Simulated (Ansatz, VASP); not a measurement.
Given: the input of a run of VASP 6.6.1 on GaAs.

File INCAR:

```
SYSTEM = GaAs
  PREC = Accurate
  ENCUT = 520
  EDIFF = 1E-6
  ISMEAR = 0
  SIGMA = 0.15
  LREAL = .FALSE.
  LASPH = .TRUE.
  NELM = 150
  ALGO = Normal
  ISIF = 2
  LWAVE = .FALSE.
  LCHARG = .FALSE.
  LNONCOLLINEAR = .TRUE.
  MAGMOM = 0 0 0.5 0 0 0
  LORBIT = 11
  GGA = B5
  ALDAX = 1.0
  AGGAX = 1.0
  AGGAC = 1.0
  ALDAC = 0.0
  IVDW = 12
  VDW_S6 = 1.0
  VDW_S8 = 2.6996
  VDW_A1 = 0.4298
  VDW_A2 = 4.2359
  NBANDS = 30
```

Contents of KPOINTS:

```
Automatic mesh
0
G
  6 6 6
  0 0 0
```

File POSCAR:

```
GaAs
1.0
    0.0000000000      2.8078772807      2.8078772807
    2.8078772807      0.0000000000      2.8078772807
    2.8078772807      2.8078772807      0.0000000000
As Ga
1 1
Direct
    0.7500000000      0.7500000000      0.7500000000
    0.0000000000      0.0000000000      0.0000000000
```

Potentials or basis: VASP PAW PBE potentials, release 64 (As, Ga_d).

The run is started by

```console
$ cat potpaw_PBE.64/As/POTCAR potpaw_PBE.64/Ga_d/POTCAR > POTCAR
$ mpirun -np 1 vasp_ncl > vasp.out
```

Translate it to Ansatz 0.2.0. Potentials there: all-electron LAPW, scalar-relativistic.

As run (the cutoff follows the program's own potentials):

The input input.yaml:

```yaml
crystal:
  lattice:
    - [0.0, 2.8078772807, 2.8078772807]
    - [2.8078772807, 0.0, 2.8078772807]
    - [2.8078772807, 2.8078772807, 0.0]
  atoms:
    - { symbol: As, position: [0.75, 0.75, 0.75], spin: 0.5, spin_axis: [0.0, 0.0, 1.0] }
    - { symbol: Ga, position: [0.0, 0.0, 0.0] }
kpoints:
  mp_grid: { grid: [6, 6, 6] }
scf:
  occupations: { method: gaussian, width: 0.15 }
hamiltonian:
  xc: blyp
  dispersion: d3bj
  pseudopotentials: { kind: all_electron, lapw: { basis_error: 0.001 } }
magnetization:
  noncollinear: true
output:
  forces: true
  stress: true
  eigenvalues: true
```

Potentials or basis: all-electron LAPW, scalar-relativistic.

The run is started by

```sh
$ ansatz run input.yaml --threads 1 --pin off --max-ram 2560MiB --backend cpu --events-out ev --progress --plain --runs-dir out
```

Both were run:

|  | VASP | Ansatz | Ansatz less VASP |
| --- | --- | --- | --- |
| gap on the k mesh at the Fermi level (eV) | 0.55 | 0.50 | -0.051 |
| least direct gap on the mesh (eV) | 0.55 | 0.50 | -0.051 |
| pressure (GPa) | 2.8 | 2.5 | -0.38 |
| net moment per atom (μB) | 0.00 | 0.00 | 0.000 |

VASP's potentials were made for PBE, not for BLYP. Ansatz ran all-electron here, and VASP with PAW potentials.
